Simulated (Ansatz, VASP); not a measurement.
Two plane-wave programs on MgO

```
CELL_PARAMETERS angstrom
2.93802 0.00000 0.00000
-1.46901 2.54440 0.00000
0.00000 0.00000 2.67968
ATOMIC_POSITIONS crystal
Mg 0.00000 0.00000 0.00000
O 0.33333 0.66667 0.50000
```

Alike in both runs: task single point; functional PBE; k mesh 6 × 6 × 6; occupations gaussian, width 0.1 eV; no spin polarisation.

```csv
,VASP,Ansatz
version,VASP 6.6.1,Ansatz 0.2.0
potentials or method,"VASP PAW PBE potentials, release 64 (Mg, O), cutoff 600 eV","scalar-relativistic, plane waves, PAW"
valence electrons in the cell,8,16
```

Ansatz gave:

| Item | Value |
| --- | --- |
| gap on the k mesh at the Fermi level (eV) | 3.02 |
| least direct gap on the mesh (eV) | 3.42 |
| pressure (GPa) | 0.0 |

Q: What did VASP give for the same quantities?

A: gap on the k mesh at the Fermi level (eV): 3.00; least direct gap on the mesh (eV): 3.40; pressure (GPa): -0.9.

VASP's potentials hold 8 valence electrons a cell and Ansatz's 16, so a difference there can come from the potentials and not from the codes.
